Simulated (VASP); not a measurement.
Set up this calculation in VASP 6.6.1, as the native input.

* Task: single point
* Functional: r2SCAN
* Potentials or basis: VASP PAW PBE potentials, release 64 (Rh_pv)
* Cutoff: 520 eV
* k mesh: 8 × 8 × 8
* Occupations: gaussian, width 0.1 eV
* Spin: no spin polarisation
* Dipole correction: no
* Further INCAR settings: ALGO = Normal; EDIFF = 1e-06; NBANDS = 14

Crystal: Rh.

```
CELL_PARAMETERS angstrom
0.00000 1.89785 1.89785
1.89785 0.00000 1.89785
1.89785 1.89785 0.00000
ATOMIC_POSITIONS crystal
Rh 0.00000 0.00000 0.00000
```

The input as run:

POSCAR

```
Rh
1.0
    0.0000000000      1.8978500000      1.8978500000
    1.8978500000      0.0000000000      1.8978500000
    1.8978500000      1.8978500000      0.0000000000
Rh
1
Direct
    0.0000000000      0.0000000000      0.0000000000
```

INCAR.step1

```
PREC = Accurate
ENCUT = 520
ISMEAR = 0
SIGMA = 0.1
LREAL = False
LASPH = True
NELM = 80
NBANDS = 14
GGA = PE
ALGO = Normal
EDIFF = 1E-4
LWAVE = True
LCHARG = False
```

INCAR.step2

```
PREC = Accurate
ENCUT = 520
EDIFF = 1E-6
ISMEAR = 0
SIGMA = 0.1
LREAL = False
LASPH = True
NELM = 80
ALGO = Normal
ISIF = 2
LWAVE = False
LCHARG = False
METAGGA = R2SCAN
LMIXTAU = True
NBANDS = 14
ISTART = 1
```

KPOINTS

```
regular mesh
0
Gamma
  8 8 8
```

Potentials or basis: VASP PAW PBE potentials, release 64 (Rh_pv).

Launch:

```sh
$ cat potpaw_PBE.64/Rh_pv/POTCAR > POTCAR
$ cp INCAR.step1 INCAR
$ mpirun -np 1 vasp_std > vasp.out
$ cp INCAR.step2 INCAR
$ mpirun -np 1 vasp_std > vasp.out
```

Results of the run:

| Quantity | Value |
| --- | --- |
| Pressure | 2.9 GPa |

Caveat: the PAW data sets were made with another functional, which shifts forces and pressure a little.

Wall time 14 s on 1 thread of Intel(R) Xeon(R) Platinum 8488C (Sapphire Rapids) (shared host), peak memory 0.13 GiB.
